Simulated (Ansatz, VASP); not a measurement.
# One calculation of Tc, two programs

Contents of INCAR:

```
SYSTEM = Tc
PREC = Accurate
ENCUT = 500
EDIFF = 1E-6
ISMEAR = -1
SIGMA = 0.05
LREAL = .False.
LASPH = .True.
NELM = 120
ALGO = Normal
ISIF = 2
LWAVE = .False.
LCHARG = .False.
GGA = PE
NBANDS = 12
GGA_COMPAT = .False.
```

The input KPOINTS:

```
Automatic mesh
0
Gamma
  12 12 12
  0 0 0
```

Contents of POSCAR:

```
Tc
1.0
    0.0000000000      1.9882450037      1.9882450037
    1.9882450037      0.0000000000      1.9882450037
    1.9882450037      1.9882450037      0.0000000000
Tc
1
Direct
    0.0000000000      0.0000000000      0.0000000000
```

The input input.yaml:

```yaml
crystal:
  lattice:
    - [0.0, 1.9882450037, 1.9882450037]
    - [1.9882450037, 0.0, 1.9882450037]
    - [1.9882450037, 1.9882450037, 0.0]
  atoms:
    - { symbol: Tc, position: [0.0, 0.0, 0.0] }
hamiltonian:
  xc: pbe
  pseudopotentials: { kind: paw }
kpoints:
  mp_grid: { grid: [12, 12, 12] }
scf:
  occupations: { method: fermi_dirac, width: 0.05 }
output:
  forces: true
  stress: true
  eigenvalues: true
```

Alike in both runs: task single point; functional PBE; k mesh 12 × 12 × 12; occupations fermi-dirac, width 0.05 eV; no spin polarisation.

|  | VASP | Ansatz |
| --- | --- | --- |
| version | VASP 6.6.1 | Ansatz 0.2.0 |
| potentials or method | VASP PAW PBE potentials, release 64 (Tc_pv) | Ansatz PAW earlier set |
| plane-wave cutoff (eV) | 500 | 500 |
| valence electrons in the cell | 13 | 15 |

|  | VASP | Ansatz | Ansatz less VASP |
| --- | --- | --- | --- |
| gap on the k mesh at the Fermi level (eV) | none | none | - |
| pressure (GPa) | -20.6 | -19.9 | +0.71 |

A gap of «none» marks a metal or a gap that the smearing closes. VASP's potentials hold 13 valence electrons a cell and Ansatz's 15, so a difference there can come from the potentials and not from the codes.
